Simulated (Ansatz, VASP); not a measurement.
One calculation of Hf5C3, two programs

INCAR

```
PREC = Accurate
ENCUT = 600
EDIFF = 1E-6
ISMEAR = 0
SIGMA = 0.2
LREAL = False
LASPH = True
NELM = 100
ALGO = Normal
ISIF = 3
LWAVE = False
LCHARG = False
GGA = PE
IBRION = 2
NSW = 36
EDIFFG = -0.08
```

File KPOINTS:

```
regular mesh
0
Gamma
  4 4 3
```

Contents of POSCAR:

```
Hf5C3
1.0
    4.9547576700      0.0000000000      0.0000000000
   -2.4773788300      4.2909460100      0.0000000000
    0.0000000000      0.0000000000      6.3675978500
Hf C
5 3
Direct
    0.3333333300      0.6666666700      0.2172836300
    0.3333333300      0.6666666700      0.7827163700
    0.6666666700      0.3333333300      0.7827163700
    0.6666666700      0.3333333300      0.2172836300
    0.0000000000      0.0000000000      0.0000000000
    0.0000000000      0.0000000000      0.5000000000
    0.3333333300      0.6666666700      0.5000000000
    0.6666666700      0.3333333300      0.5000000000
```

Input for Ansatz:

```yaml
crystal:
  lattice:
    - [4.95475767, 0.0, 0.0]
    - [-2.47737883, 4.29094601, 0.0]
    - [0.0, 0.0, 6.36759785]
  atoms:
    - { symbol: Hf, position: [0.33333333, 0.66666667, 0.21728363] }
    - { symbol: Hf, position: [0.33333333, 0.66666667, 0.78271637] }
    - { symbol: Hf, position: [0.66666667, 0.33333333, 0.78271637] }
    - { symbol: Hf, position: [0.66666667, 0.33333333, 0.21728363] }
    - { symbol: Hf, position: [0.0, 0.0, 0.0] }
    - { symbol: C, position: [0.0, 0.0, 0.5] }
    - { symbol: C, position: [0.33333333, 0.66666667, 0.5] }
    - { symbol: C, position: [0.66666667, 0.33333333, 0.5] }
basis:
  ecutwfc: 420
kpoints:
  mp_grid: { grid: [4, 4, 3] }
hamiltonian:
  xc: pbe
scf:
  occupations: { method: gaussian, width: 0.2 }
  lower_state_search: "off"
output:
  forces: true
  stress: true
  eigenvalues: true
relax:
  adjacent_minimum: "off"
  f_tol: 0.08
  max_steps: 16
  cell: { stress_tol: 0.8 }
```

Alike in both runs: task relaxation of cell and atoms; functional PBE; k mesh 4 × 4 × 3; occupations gaussian, width 0.2 eV; no spin polarisation.

```csv
,VASP,Ansatz
version,VASP 6.6.1,Ansatz 0.2.0
potentials or method,"VASP PAW PBE potentials, release 64 (Hf_pv, C), cutoff 600 eV","scalar-relativistic, plane waves, PAW"
valence electrons in the cell,62,142
```

```csv
,VASP,Ansatz,Ansatz less VASP
"gap on the k mesh at the Fermi level, each at its own relaxed structure (eV)",none,none,-
relaxed volume (Å³/atom),19.16,19.11,-0.040
relaxed cell length with the largest relative difference (Å),5.025,5.019,-0.0063
```

A gap of «none» marks a metal or a gap that the smearing closes. VASP's potentials hold 62 valence electrons a cell and Ansatz's 142, so a difference there can come from the potentials and not from the codes.

The k mesh is coarse, so the values compare programs but aren't converged. Neither program's run includes spin-orbit coupling.
